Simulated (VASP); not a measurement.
# MnS (Fm-3m) in VASP: a series of runs

The runs below take MnS through single point, with PBE, r2SCAN.

All numbers are computed with VASP 6.6.1; they aren't measurements. Logs are shortened: lines on timing, memory, paths and dates and some standing lists are left out, and cuts for length are marked.

### Step 1. The cell of the first run

It takes space group Fm-3m (No. 225, cubic). The conventional cell has a = 5.085 Å, b = 5.085 Å, c = 5.085 Å, α = 90.00°, β = 90.00°, γ = 90.00°. Mn (site symmetry m-3m) has 6 S at 2.54 Å within 3.4 Å. Within 3.4 Å of S (site symmetry m-3m) lie 6 Mn at 2.54 Å.

### Step 2. Single point, PBE, collinear spin, ferromagnetic start (16.44 Å³/atom)

File INCAR:

```
SYSTEM = MnS
PREC     = Accurate       ! precision mode
ENCUT    = 520            ! plane-wave cutoff, eV
EDIFF    = 1E-6           ! SCF threshold, eV
ISMEAR   = 0              ! smearing method
SIGMA    = 0.05           ! smearing width, eV
LREAL    = .False.        ! projectors in reciprocal space
LASPH    = .True.         ! aspherical terms in the spheres
NELM     = 150            ! most SCF steps
ALGO     = Normal         ! electronic algorithm
ISIF     = 2              ! what is computed and relaxed
LWAVE    = .False.        ! write WAVECAR
LCHARG   = .False.        ! write CHGCAR
ISPIN    = 2              ! spin polarisation
MAGMOM   = 4.47 0         ! initial moments
LORBIT   = 11             ! projections on sites
LMAXMIX  = 4              ! l up to which the mixer works
GGA      = PE             ! functional
NBANDS   = 20             ! bands
```

File KPOINTS:

```
regular mesh
0
Gamma
  6 6 6
  0 0 0
```

File POSCAR:

```
MnS
1.0
    0.0000000000      2.5425828058      2.5425828058
    2.5425828058      0.0000000000      2.5425828058
    2.5425828058      2.5425828058      0.0000000000
Mn S
1 1
Direct
    0.0000000000      0.0000000000      0.0000000000
    0.5000000000      0.5000000000      0.5000000000
```

Potentials or basis: VASP PAW PBE potentials, release 64 (Mn_pv, S).

The run is started by

```sh
$ cat potpaw_PBE.64/Mn_pv/POTCAR potpaw_PBE.64/S/POTCAR > POTCAR
$ mpirun -np 1 vasp_std > vasp.out
```

OUTCAR:

```text
SYSTEM = MnS
   PREC = Accurate
   ENCUT = 520
   EDIFF = 1E-6
   ISMEAR = 0
   LREAL = .False.
   LASPH = .True.
   NELM = 150
   ISIF = 2
   ISPIN = 2
   LORBIT = 11
   GGA = PE

 ion  position               nearest neighbor table
   1  0.000  0.000  0.000-   2 2.54   2 2.54   2 2.54   2 2.54   2 2.54   2 2.54
   2  0.500  0.500  0.500-   1 2.54   1 2.54   1 2.54   1 2.54   1 2.54   1 2.54

  LATTYP: Found a face centered cubic cell.
 ALAT       =     5.0851656116

  Lattice vectors:

 A1 = (   0.0000000000,   2.5425828058,   2.5425828058)
 A2 = (   2.5425828058,   0.0000000000,   2.5425828058)
 A3 = (   2.5425828058,   2.5425828058,   0.0000000000)

Analysis of symmetry for initial positions (statically):
=====================================================================
 Subroutine PRICEL returns:
 Original cell was already a primitive cell.

 Routine SETGRP: Setting up the symmetry group for a
 face centered cubic supercell.

 Subroutine GETGRP returns: Found 48 space group operations
 (whereof 48 operations were pure point group operations)
 out of a pool of 48 trial point group operations.

The static configuration has the point symmetry O_h .

Analysis of symmetry for dynamics (positions and initial velocities):
=====================================================================
 Subroutine PRICEL returns:
 Original cell was already a primitive cell.

 Routine SETGRP: Setting up the symmetry group for a
 face centered cubic supercell.

 Subroutine GETGRP returns: Found 48 space group operations
 (whereof 48 operations were pure point group operations)
 out of a pool of 48 trial point group operations.

The dynamic configuration has the point symmetry O_h .

Analysis of structural, dynamic, and magnetic symmetry:
=====================================================================
 Subroutine PRICEL returns:
 Original cell was already a primitive cell.

 Routine SETGRP: Setting up the symmetry group for a
 face centered cubic supercell.

 Subroutine GETGRP returns: Found 48 space group operations
 (whereof 48 operations were pure point group operations)
 out of a pool of 48 trial point group operations.

The overall configuration has the point symmetry O_h .

 Subroutine INISYM returns: Found 48 space group operations
 (whereof 48 operations are pure point group operations),
 and found     1 'primitive' translations

----------------------------------------------------------------------------------------

                                     Primitive cell

  volume of cell :      32.8742

  direct lattice vectors                    reciprocal lattice vectors
     0.000000000  2.542582806  2.542582806    -0.196650429  0.196650429  0.196650429
     2.542582806  0.000000000  2.542582806     0.196650429 -0.196650429  0.196650429
     2.542582806  2.542582806  0.000000000     0.196650429  0.196650429 -0.196650429

  length of vectors
     3.595755087  3.595755087  3.595755087     0.340608535  0.340608535  0.340608535

  position of ions in fractional coordinates (direct lattice)
     0.000000000  0.000000000  0.000000000
     0.500000000  0.500000000  0.500000000

  ion indices of the primitive-cell ions
   primitive index   ion index
                 1           1
                 2           2

----------------------------------------------------------------------------------------

 KPOINTS: regular mesh

Automatic generation of k-mesh.
 Grid dimensions read from file:
 generate k-points for:    6    6    6

 Generating k-lattice:

  Cartesian coordinates                     Fractional coordinates (reciprocal lattice)
    -0.032775072  0.032775072  0.032775072     0.166666667  0.000000000  0.000000000
     0.032775072 -0.032775072  0.032775072     0.000000000  0.166666667  0.000000000
     0.032775072  0.032775072 -0.032775072     0.000000000  0.000000000  0.166666667

  Length of vectors
     0.056768089  0.056768089  0.056768089

  Shift w.r.t. Gamma in fractional coordinates (k-lattice)
     0.000000000  0.000000000  0.000000000

 Subroutine IBZKPT returns following result:
 ===========================================

 Found     16 irreducible k-points:

 Following reciprocal coordinates:
            Coordinates               Weight
  0.000000  0.000000  0.000000      1.000000
  0.166667  0.000000  0.000000      8.000000
  0.333333  0.000000  0.000000      8.000000
  0.500000  0.000000  0.000000      4.000000
  0.166667  0.166667  0.000000      6.000000
  0.333333  0.166667  0.000000     24.000000
[... 8 lines left out ...]
 -0.333333  0.333333  0.166667     24.000000
 -0.333333  0.500000  0.166667     12.000000
   k-points           NKPTS =     16   k-points in BZ     NKDIM =     16   number of bands    NBANDS=     20
   number of dos      NEDOS =    301   number of ions     NIONS =      2
   total plane-waves  NPLWV =  21952
   dimension x,y,z NGX =    28 NGY =   28 NGZ =   28
   dimension x,y,z NGXF=    56 NGYF=   56 NGZF=   56
   ions per type =               1   1
   NGX,Y,Z   is equivalent  to a cutoff of  12.95, 12.95, 12.95 a.u.
   NGXF,Y,Z  is equivalent  to a cutoff of  25.89, 25.89, 25.89 a.u.
 SYSTEM =  MnS
   PREC   = accura    normal or accurate (medium, high low for compatibility)
   ISTART =      0    job   : 0-new  1-cont  2-samecut
   ICHARG =      2    charge: 1-file 2-atom 10-const
   ISPIN  =      2    spin polarized calculation?
   LNONCOLLINEAR =      F non collinear calculations
   LSORBIT =      F    spin-orbit coupling
   LASPH  =      T    aspherical Exc in radial PAW
   ENCUT  =  520.0 eV  38.22 Ry    6.18 a.u.   6.69  6.69  6.69*2*pi/ulx,y,z
   NELM   =    150;   NELMIN=  2; NELMDL= -5     # of ELM steps
   EDIFF  = 0.1E-05   stopping-criterion for ELM
   LREAL  =      F    real-space projection
   EDIFFG = 0.1E-04   stopping-criterion for IOM
   NSW    =      0    number of steps for IOM
   IBRION =     -1    ionic relax: 0-MD 1-quasi-New 2-CG
   NFREE  =      0    steps in history (QN), initial steepest desc. (CG)
   ISIF   =      2    stress and relaxation
   ISYM   =      2    0-nonsym 1-usesym 2-fastsym
   POTIM  = 0.5000    time-step for ionic-motion
   TEBEG  =    0.0;   TEEND  =   0.0 temperature during run
   PSTRESS=    0.0 pullay stress
   NELECT =      19.0000    total number of electrons
   NUPDOWN=      -1.0000    fix difference up-down
   EMIN   =  10.00;   EMAX   =-10.00  energy-range for DOS
   EFERMI =   0.00;   METHOD = LEGACY
   ISMEAR =     0;   SIGMA  =   0.05  broadening in eV -4-tet -1-fermi 0-gaus
   EFERMI_NEDOS =   21; number of points for ismear=-14 and -15
   IALGO  =     38    algorithm
   IMIX   =      4    mixing-type and parameters
     AMIX     =   0.40;   BMIX     =  1.00
     AMIX_MAG =   1.60;   BMIX_MAG =  1.00
  volume/ion in A,a.u.               =      16.44       110.92
  Fermi-wavevector in a.u.,A,eV,Ry     =   1.363665  2.576953 25.301141  1.859581
  Thomas-Fermi vector in A             =   2.490048
   LORBIT       =     11    0 simple, 1 ext, 2 COOP (PROOUT), +10 PAW based schemes
   GGA     = PE    functional components
   LHFCALC =     F    Hartree Fock is set to
   AEXX    =    0.0000 exact exchange contribution
   IVDW    =     0    specifies the selected vdW correction
   LEPSILON=     F    determine dielectric tensor
   LRPA    =     F    only Hartree local field effects (RPA)
 spin polarized calculation
 Gauss-broadening in eV      SIGMA  =   0.05
  energy-cutoff  :      520.00
  volume of cell :       32.87
 maximum number of plane-waves:       899
   NGX = 13   NGY = 13   NGZ = 13

 number of electron      19.0000012 magnetization       4.4454054

 Free energy of the ion-electron system (eV)
  ---------------------------------------------------
  ext. energy  EPLUGINS =         0.00000000
  ---------------------------------------------------
  free energy    TOTEN  =       -14.10055684 eV

  energy without entropy =      -14.09962780  energy(sigma->0) =      -14.10009232

 E-fermi :   7.4938     XC(G=0): -11.0135

 val. band max:        7.4545734073   @ k =   0.3333   0.1667   0.0000
 cond. band min:       7.5593138058   @ k =   0.0000   0.0000   0.0000
 fundamental gap:      0.1047403985
 Fermi energy:         7.4938429178

 spin component 1

 k-point     1 :       0.0000    0.0000    0.0000
  band No.  band energies     occupation
      1     -43.0886      1.00000
      2     -43.0886      1.00000
      3     -43.0886      1.00000
      4      -7.6430      1.00000
      5       4.1033      1.00000
      6       4.1033      1.00000
[... 12 lines left out ...]
     19      19.5876      0.00000
     20      20.3539      0.00000
[... 323 lines left out ...]
 k-point    16 :      -0.3333    0.5000    0.1667
  band No.  band energies     occupation
      1     -43.0978      1.00000
      2     -43.0947      1.00000
      3     -43.0932      1.00000
      4      -5.8971      1.00000
      5       1.4125      1.00000
      6       2.3012      1.00000
[... 12 lines left out ...]
     19      21.9561      0.00000
     20      23.9246      0.00000
 Fermi energy:         7.4938429178

 spin component 2

 k-point     1 :       0.0000    0.0000    0.0000
  band No.  band energies     occupation
      1     -38.7669      1.00000
      2     -38.7669      1.00000
      3     -38.7669      1.00000
      4      -7.3822      1.00000
      5       5.6592      1.00000
      6       5.6592      1.00000
[... 12 lines left out ...]
     19      20.6241      0.00000
     20      21.9863      0.00000
[... 323 lines left out ...]
 k-point    16 :      -0.3333    0.5000    0.1667
  band No.  band energies     occupation
      1     -38.7790      1.00000
      2     -38.7749      1.00000
      3     -38.7730      1.00000
      4      -5.6801      1.00000
      5       1.8176      1.00000
      6       2.9206      1.00000
[... 12 lines left out ...]
     19      22.4982      0.00000
     20      24.6165      0.00000

------------------------ aborting loop because EDIFF is reached ----------------------------------------

  FORCE on cell =-STRESS in cart. coord.  units (eV):
  Direction    XX          YY          ZZ          XY          YZ          ZX
  --------------------------------------------------------------------------------------
  -------------------------------------------------------------------------------------
  Total        0.0025551      0.0025551      0.0025551      0.0000000      0.0000000     -0.0000000
  in kB        0.1245281      0.1245281      0.1245281      0.0000000      0.0000000     -0.0000000
  external PRESSURE =       0.1245281 kB  Pullay stress =       0.0000000 kB

 VOLUME and BASIS-vectors are now :
 -----------------------------------------------------------------------------
  energy-cutoff  :      520.00
  volume of cell :       32.87
      direct lattice vectors                 reciprocal lattice vectors
     0.000000000  2.542582806  2.542582806    -0.196650429  0.196650429  0.196650429
     2.542582806  0.000000000  2.542582806     0.196650429 -0.196650429  0.196650429
     2.542582806  2.542582806  0.000000000     0.196650429  0.196650429 -0.196650429

 POSITION                                       TOTAL-FORCE (eV/Angst)
 -----------------------------------------------------------------------------------
      0.00000      0.00000      0.00000         0.000000      0.000000     -0.000000
      2.54258      2.54258      2.54258        -0.000000     -0.000000      0.000000
 -----------------------------------------------------------------------------------
    total drift:                               -0.000000      0.000000      0.000000

  FREE ENERGIE OF THE ION-ELECTRON SYSTEM (eV)
  ---------------------------------------------------
  free  energy   TOTEN  =       -14.1005568400 eV

  energy  without entropy=      -14.0996278010  energy(sigma->0) =      -14.10009232

 total charge

# of ion       s       p       d       tot
------------------------------------------
    1        0.227   6.184   4.971  11.383
    2        1.330   2.404   0.000   3.734
--------------------------------------------------
tot          1.558   8.588   4.971  15.117

 magnetization (x)

# of ion       s       p       d       tot
------------------------------------------
    1        0.052   0.042   3.980   4.074
    2        0.027   0.044   0.000   0.071
--------------------------------------------------
tot          0.079   0.086   3.980   4.145
```

Run time: 27 s. Hardware: 1 thread of Intel Xeon Platinum 8259CL at 2.50GHz (Skylake/Cascade Lake), shared host; peak memory 0.17 GiB.

Results:

```yaml
Free_energy: -14.1006 eV
Pressure: 0.0 GPa
Net_moment: 4.45 μB per cell
Site_moments: Mn +4.07; S +0.07 μB
Valence_electrons_inside_the_program's_atomic_spheres: Mn 11.38; S 3.73
```

Caveat: a cell with one magnetic atom can't hold antiferromagnetic order, which such compounds often take; semilocal functionals often make such compounds metallic where correlation or magnetic order opens a gap, which also shifts bond lengths. With open d or f shells a metallic result of PBE can be an artefact of self-interaction; +U or a hybrid may open a gap.

### Step 3. Single point, PBE, collinear spin, ferromagnetic start (16.78 Å³/atom)

This run uses another cell than the first one, of 16.78 Å³/atom.

File INCAR:

```
SYSTEM = MnS
PREC = Accurate
ENCUT = 520
EDIFF = 1E-7
ISMEAR = 0
SIGMA = 0.05
LREAL = .False.
LASPH = .True.
NELM = 150
ALGO = Normal
ISIF = 2
LWAVE = .False.
LCHARG = .False.
ISPIN = 2
MAGMOM = 4.56 0
LORBIT = 11
LMAXMIX = 4
GGA = PE
NBANDS = 20
```

File KPOINTS:

```
Automatic mesh
0
Gamma
  6 6 6
  0 0 0
```

File POSCAR:

```
MnS
1.0
    0.0000000000      2.5601982541      2.5601982541
    2.5601982541      0.0000000000      2.5601982541
    2.5601982541      2.5601982541      0.0000000000
Mn S
1 1
Direct
    0.0000000000      0.0000000000      0.0000000000
    0.5000000000      0.5000000000      0.5000000000
```

Potentials or basis: VASP PAW PBE potentials, release 64 (Mn_pv, S).

The run is started by

```sh
$ cat potpaw_PBE.64/Mn_pv/POTCAR potpaw_PBE.64/S/POTCAR > POTCAR
$ mpirun -np 1 vasp_std > vasp.out
```

Wall time 36 s (1 thread of Intel Xeon Platinum 8259CL at 2.50GHz (Skylake/Cascade Lake), shared host); peak memory 0.17 GiB.

The run converged. Its results:

```
Free energy                                           : -14.0982 eV
Pressure                                              : -0.9 GPa
Net moment                                            : 4.53 μB per cell
Site moments                                          : Mn +4.13; S +0.08 μB
Valence electrons inside the program's atomic spheres : Mn 11.36; S 3.73
```

Levels at points of the mesh, in eV from the Fermi level:
Spin up:
```
           k point  band 9  band 10  band 11  band 12  band 13  band 14  band 15  band 16
(0.00, 0.00, 0.00)   -3.32    -2.01    -2.01    -2.01     2.05     8.65     8.65     8.65
(0.50, 0.00, 0.00)   -2.83    -2.44     0.53     0.53     2.80     5.37     5.37     9.06
(0.50, 0.50, 0.00)   -3.04    -2.68    -2.68    -2.15     0.92     5.49    10.53    12.41
```
Spin down:
| k point | band 5 | band 6 | band 7 | band 8 | band 9 | band 10 |
| --- | --- | --- | --- | --- | --- | --- |
| (0.00, 0.00, 0.00) | -1.82 | -1.82 | -1.82 | 0.10 | 0.10 | 0.10 |
| (0.50, 0.00, 0.00) | -6.79 | -3.65 | -3.65 | 1.17 | 1.17 | 1.38 |
| (0.50, 0.50, 0.00) | -5.95 | -3.43 | -3.43 | -1.11 | 0.65 | 1.43 |

Caveat: a cell with one magnetic atom can't hold antiferromagnetic order, which such compounds often take; semilocal functionals often make such compounds metallic where correlation or magnetic order opens a gap, which also shifts bond lengths. With open d or f shells a metallic result of PBE can be an artefact of self-interaction; +U or a hybrid may open a gap.

### Step 4. Single point, PBE, collinear spin, ferromagnetic start (17.25 Å³/atom)

This run uses another cell than the first one, of 17.25 Å³/atom.

File INCAR:

```
PREC = Accurate
ENCUT = 520
EDIFF = 1E-6
ISMEAR = 0
SIGMA = 0.05
LREAL = False
LASPH = True
NELM = 150
ALGO = Normal
ISIF = 2
LWAVE = False
LCHARG = False
ISPIN = 2
MAGMOM = 4.6 0
LORBIT = 11
LMAXMIX = 4
GGA = PE
NBANDS = 20
```

File KPOINTS:

```
regular mesh
0
Gamma
  6 6 6
```

File POSCAR:

```
MnS
1.0
    0.0000000000      2.5840720007      2.5840720007
    2.5840720007      0.0000000000      2.5840720007
    2.5840720007      2.5840720007      0.0000000000
Mn S
1 1
Direct
    0.0000000000      0.0000000000      0.0000000000
    0.5000000000      0.5000000000      0.5000000000
```

The run is started by

```sh
$ cat potpaw_PBE.64/Mn_pv/POTCAR potpaw_PBE.64/S/POTCAR > POTCAR
$ mpirun -np 1 vasp_std > vasp.out
```

Run time: 28 s. Hardware: 1 thread of Intel Xeon Platinum 8259CL at 2.50GHz (Skylake/Cascade Lake), shared host; peak memory 0.17 GiB.

Results (log left out):

```yaml
Free_energy: -14.0914 eV
Pressure: -2.0 GPa
Net_moment: 4.64 μB per cell
Site_moments: Mn +4.21; S +0.10 μB
Valence_electrons_inside_the_program's_atomic_spheres: Mn 11.33; S 3.73
```

Levels at points of the mesh, in eV from the Fermi level:
Spin up:
| k point | band 9 | band 10 | band 11 | band 12 | band 13 | band 14 | band 15 | band 16 |
| --- | --- | --- | --- | --- | --- | --- | --- | --- |
| (0.00, 0.00, 0.00) | -3.32 | -1.95 | -1.95 | -1.95 | 1.85 | 8.61 | 8.61 | 8.61 |
| (0.50, 0.00, 0.00) | -2.87 | -2.48 | 0.44 | 0.44 | 2.80 | 5.37 | 5.37 | 8.73 |
| (0.50, 0.50, 0.00) | -3.06 | -2.73 | -2.73 | -2.22 | 0.87 | 5.46 | 10.31 | 12.14 |
Spin down:
| k point | band 3 | band 4 | band 5 | band 6 | band 7 | band 8 | band 9 | band 10 | band 11 | band 12 |
| --- | --- | --- | --- | --- | --- | --- | --- | --- | --- | --- |
| (0.00, 0.00, 0.00) | -46.23 | -14.50 | -1.74 | -1.74 | -1.74 | 0.21 | 0.21 | 0.21 | 0.26 | 0.26 |
| (0.50, 0.00, 0.00) | -46.23 | -13.17 | -6.57 | -3.50 | -3.50 | 1.21 | 1.21 | 1.41 | 3.19 | 3.19 |
| (0.50, 0.50, 0.00) | -46.23 | -13.00 | -5.74 | -3.30 | -3.30 | -0.95 | 0.71 | 1.46 | 1.46 | 1.58 |

Caveat: a cell with one magnetic atom can't hold antiferromagnetic order, which such compounds often take; semilocal functionals often make such compounds metallic where correlation or magnetic order opens a gap, which also shifts bond lengths. With open d or f shells a metallic result of PBE can be an artefact of self-interaction; +U or a hybrid may open a gap.

(Part 1 of 2 ends here.)
